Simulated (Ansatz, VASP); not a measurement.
One calculation of AgCl, two programs

```xyz
2
Lattice="0.0000 2.7886 2.7886 2.7886 0.0000 2.7886 2.7886 2.7886 0.0000" Properties=species:S:1:pos:R:3 pbc="T T T"
Ag    0.0000    0.0000    0.0000
Cl    2.7886    2.7886    2.7886
```

Change from the starting cell: volume scaled by 1.06.

Alike in both runs: task single point; functional PBEsol; k mesh 8 × 8 × 8; occupations fermi-dirac, width 0.05 eV; no spin polarisation.

|  | VASP | Ansatz |
| --- | --- | --- |
| version | VASP 6.6.1 | Ansatz 0.2.0 |
| potentials or method | VASP PAW PBE potentials, release 64 (Ag, Cl), cutoff 520 eV | all-electron LAPW, scalar-relativistic |

|  | VASP | Ansatz | Ansatz less VASP |
| --- | --- | --- | --- |
| gap on the k mesh at the Fermi level (eV) | 0.74 | 0.74 | +0.005 |
| least direct gap on the mesh (eV) | 2.99 | 2.99 | +0.004 |
| pressure (GPa) | -3.4 | -3.3 | +0.10 |

VASP's potentials were made for PBE, not for PBEsol. Ansatz ran all-electron here, and VASP with PAW potentials.
